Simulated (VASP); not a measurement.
# ZrC (I4/mmm) in VASP: notebook

The runs below take ZrC through single point, with PBEsol.

All numbers are computed with VASP 6.6.1; they aren't measurements. Logs are shortened: lines on timing, memory, paths and dates and some standing lists are left out, and cuts for length are marked.

### 1 The cell of the first run

The structure is tetragonal, space group I4/mmm (No. 139). Conventional cell: a = 3.324 Å, b = 3.324 Å, c = 4.794 Å, α = 90.00°, β = 90.00°, γ = 90.00°. Within 3.1 Å of Zr (site symmetry 4/mmm) lie 6 C at 2.35 to 2.40 Å. C (site symmetry 4/mmm) has 6 Zr at 2.35 to 2.40 Å within 3.1 Å.

### 2 Single point, PBEsol (zz strain of +2 %)

INCAR reads:

```
SYSTEM = ZrC
ALGO     = Normal         ! electronic algorithm
EDIFF    = 1E-6           ! SCF threshold, eV
ENCUT    = 520            ! plane-wave cutoff, eV
GGA      = PS             ! functional
ISIF     = 2              ! what is computed and relaxed
ISMEAR   = -1             ! smearing method
LASPH    = .TRUE.         ! aspherical terms in the spheres
LCHARG   = .FALSE.        ! write CHGCAR
LREAL    = .FALSE.        ! projectors in reciprocal space
LWAVE    = .FALSE.        ! write WAVECAR
NBANDS   = 15             ! bands
NELM     = 80             ! most SCF steps
PREC     = Accurate       ! precision mode
SIGMA    = 0.05           ! smearing width, eV
```

KPOINTS reads:

```
k-points
0
G
  15 15 15
  0 0 0
```

POSCAR reads:

```
ZrC
1.0
    0.0000000000      2.3502100000      2.3972142000
    2.3502100000      0.0000000000      2.3972142000
    2.3502100000      2.3502100000      0.0000000000
Zr C
1 1
Direct
    0.5000000000      0.5000000000      0.5000000000
    0.0000000000      0.0000000000      0.0000000000
```

Potentials or basis: VASP PAW PBE potentials, release 64 (Zr_sv, C).

Launch:

```sh
$ cat potpaw_PBE.64/Zr_sv/POTCAR potpaw_PBE.64/C/POTCAR > POTCAR
$ mpirun -np 1 vasp_std > vasp.out
```

OUTCAR:

```text
SYSTEM = ZrC
   EDIFF = 1E-6
   ENCUT = 520
   GGA = PS
   ISIF = 2
   ISMEAR = -1
   LASPH = .TRUE.
   LREAL = .FALSE.
   NELM = 80
   PREC = Accurate

 ion  position               nearest neighbor table
   1  0.500  0.500  0.500-   2 2.35   2 2.35   2 2.35   2 2.35   2 2.40   2 2.40
   2  0.000  0.000  0.000-   1 2.35   1 2.35   1 2.35   1 2.35   1 2.40   1 2.40

  LATTYP: Found a body centered tetragonal cell.
 ALAT       =     3.3236988564
 C/A-ratio  =     1.4424978336

  Lattice vectors:

 A1 = (  -2.3502100000,   0.0000000000,   2.3972142000)
 A2 = (   2.3502100000,   0.0000000000,   2.3972142000)
 A3 = (   0.0000000000,   2.3502100000,  -2.3972142000)

Analysis of symmetry for initial positions (statically):
=====================================================================
 Subroutine PRICEL returns:
 Original cell was already a primitive cell.

 Routine SETGRP: Setting up the symmetry group for a
 body centered tetragonal supercell.

 Subroutine GETGRP returns: Found 16 space group operations
 (whereof 16 operations were pure point group operations)
 out of a pool of 16 trial point group operations.

The static configuration has the point symmetry D_4h.

Analysis of symmetry for dynamics (positions and initial velocities):
=====================================================================
 Subroutine PRICEL returns:
 Original cell was already a primitive cell.

 Routine SETGRP: Setting up the symmetry group for a
 body centered tetragonal supercell.

 Subroutine GETGRP returns: Found 16 space group operations
 (whereof 16 operations were pure point group operations)
 out of a pool of 16 trial point group operations.

The dynamic configuration has the point symmetry D_4h.

 Subroutine INISYM returns: Found 16 space group operations
 (whereof 16 operations are pure point group operations),
 and found     1 'primitive' translations

----------------------------------------------------------------------------------------

                                     Primitive cell

  volume of cell :      26.4820

  direct lattice vectors                    reciprocal lattice vectors
     0.000000000  2.350210000  2.397214200    -0.212746946  0.212746946  0.208575437
     2.350210000  0.000000000  2.397214200     0.212746946 -0.212746946  0.208575437
     2.350210000  2.350210000  0.000000000     0.212746946  0.212746946 -0.208575437

  length of vectors
     3.357100381  3.357100381  3.323698856     0.366095942  0.366095942  0.366095942

[... 91 lines left out ...]
   NELECT =      16.0000    total number of electrons
   NUPDOWN=      -1.0000    fix difference up-down
   EMIN   =  10.00;   EMAX   =-10.00  energy-range for DOS
   EFERMI =   0.00;   METHOD = LEGACY
   ISMEAR =    -1;   SIGMA  =   0.05  broadening in eV -4-tet -1-fermi 0-gaus
   EFERMI_NEDOS =   21; number of points for ismear=-14 and -15
   IALGO  =     38    algorithm
   IMIX   =      4    mixing-type and parameters
     AMIX     =   0.40;   BMIX     =  1.00
     AMIX_MAG =   1.60;   BMIX_MAG =  1.00
  volume/ion in A,a.u.               =      13.24        89.35
  Fermi-wavevector in a.u.,A,eV,Ry     =   1.383985  2.615353 26.060802  1.915415
  Thomas-Fermi vector in A             =   2.508532
   LORBIT       =      0    0 simple, 1 ext, 2 COOP (PROOUT), +10 PAW based schemes
   GGA     = PS    functional components
   LHFCALC =     F    Hartree Fock is set to
   AEXX    =    0.0000 exact exchange contribution
   IVDW    =     0    specifies the selected vdW correction
   LEPSILON=     F    determine dielectric tensor
   LRPA    =     F    only Hartree local field effects (RPA)
 non-spin polarized calculation
  energy-cutoff  :      520.00
  volume of cell :       26.48
 maximum number of plane-waves:       729
 NGX is ok and might be reduce to    28
   NGX = 13   NGY = 13   NGZ = 13

 number of electron      16.0000000 magnetization

 Free energy of the ion-electron system (eV)
  ---------------------------------------------------
  ext. energy  EPLUGINS =         0.00000000
  ---------------------------------------------------
  free energy    TOTEN  =       -20.54102807 eV

  energy without entropy =      -20.53849927  energy(sigma->0) =      -20.53976367

 E-fermi :   9.2557     XC(G=0): -12.1820

 val. band max:        9.2277091169   @ k =   0.4000   0.0000   0.3333
 cond. band min:       9.2580205380   @ k =   0.4000   0.4000   0.0000
 fundamental gap:      0.0303114211
 Fermi energy:         9.2557343467

 k-point     1 :       0.0000    0.0000    0.0000
  band No.  band energies     occupation
      1     -38.7824      2.00000
      2     -16.5484      2.00000
      3     -16.5301      2.00000
      4     -16.5301      2.00000
      5      -1.9454      2.00000
      6      10.1504      0.00000
      7      10.1910      0.00000
      8      10.2445      0.00000
      9      10.2445      0.00000
     10      10.3826      0.00000
     11      10.3826      0.00000
     12      11.8815      0.00000
     13      12.1263      0.00000
     14      16.3637      0.00000
[... 401 lines left out ...]
      2     -16.7688      2.00000
      3     -16.5926      2.00000
      4     -16.5899      2.00000
      5      -1.2191      2.00000
      6       6.9585      2.00000
      7       8.6248      1.99999
      8       8.9312      1.99697
      9       9.8080      0.00003
     10      12.1466      0.00000
     11      12.4873      0.00000
     12      13.1954      0.00000
     13      15.0997      0.00000
     14      18.1708      0.00000
     15      21.6815      0.00000

 [... further k-points ...]

------------------------ aborting loop because EDIFF is reached ----------------------------------------

  FORCE on cell =-STRESS in cart. coord.  units (eV):
  Direction    XX          YY          ZZ          XY          YZ          ZX
  --------------------------------------------------------------------------------------
  -------------------------------------------------------------------------------------
  Total       -1.0132116     -1.0132116     -2.0497911      0.0000000      0.0000000      0.0000000
  in kB      -61.3000147    -61.3000147   -124.0138004      0.0000000      0.0000000      0.0000000
  external PRESSURE =     -82.2046099 kB  Pullay stress =       0.0000000 kB

 VOLUME and BASIS-vectors are now :
 -----------------------------------------------------------------------------
  energy-cutoff  :      520.00
  volume of cell :       26.48
      direct lattice vectors                 reciprocal lattice vectors
     0.000000000  2.350210000  2.397214200    -0.212746946  0.212746946  0.208575437
     2.350210000  0.000000000  2.397214200     0.212746946 -0.212746946  0.208575437
     2.350210000  2.350210000  0.000000000     0.212746946  0.212746946 -0.208575437

 POSITION                                       TOTAL-FORCE (eV/Angst)
 -----------------------------------------------------------------------------------
      2.35021      2.35021      2.39721         0.000000     -0.000000      0.000000
      0.00000      0.00000      0.00000        -0.000000      0.000000      0.000000
 -----------------------------------------------------------------------------------
    total drift:                                0.000000      0.000000      0.000000

  FREE ENERGIE OF THE ION-ELECTRON SYSTEM (eV)
  ---------------------------------------------------
  free  energy   TOTEN  =       -20.5410280712 eV

  energy  without entropy=      -20.5384992664  energy(sigma->0) =      -20.53976367
```

stdout:

```text
POSCAR found type information on POSCAR ZrC
 POSCAR found :  2 types and       2 ions
 scaLAPACK will be used
 -----------------------------------------------------------------------------
|                                                                             |
|                                                                             |
|     You enforced a specific xc type in the INCAR file but a different       |
|     I HOPE YOU KNOW WHAT YOU ARE DOING!                                     |
|                                                                             |
 -----------------------------------------------------------------------------

 LDA part: xc-table for (Slater+PW92), standard interpolation
 POSCAR, INCAR and KPOINTS ok, starting setup
 FFT: planning ... GRIDC
 FFT: planning ... GRID_SOFT
 FFT: planning ... GRID
 WAVECAR not read
 entering main loop
```

It took 3.1 min on 1 thread of Intel Xeon 8259CL, shared host; peak memory 0.25 GiB.

What came out:

```yaml
Free_energy: -20.5410 eV
Pressure: -8.2 GPa
Band_gap_on_the_k_mesh: zero (bands 8 and 9 overlap by 1.37 eV)
```

Stress tensor (GPa, compression positive):
```
 -6.13   0.00   0.00
  0.00  -6.13   0.00
  0.00   0.00 -12.40
```

Levels at points of the mesh, in eV from the Fermi level:
```csv
k point,band 6,band 7,band 8,band 9,band 10,band 11
"(0.00, 0.00, 0.00)",0.89,0.94,0.99,0.99,1.13,1.13
```

Caveat: the cell differs from its parent crystal (zz strain of +2 %); the stress differs along the axes, from -12 to -6 GPa; the PAW data sets were made with another functional, which shifts forces and pressure a little.

(Continued in part 2 of 2.)

The gap in the log of VASP goes by the Fermi energy; the results here count the filled bands.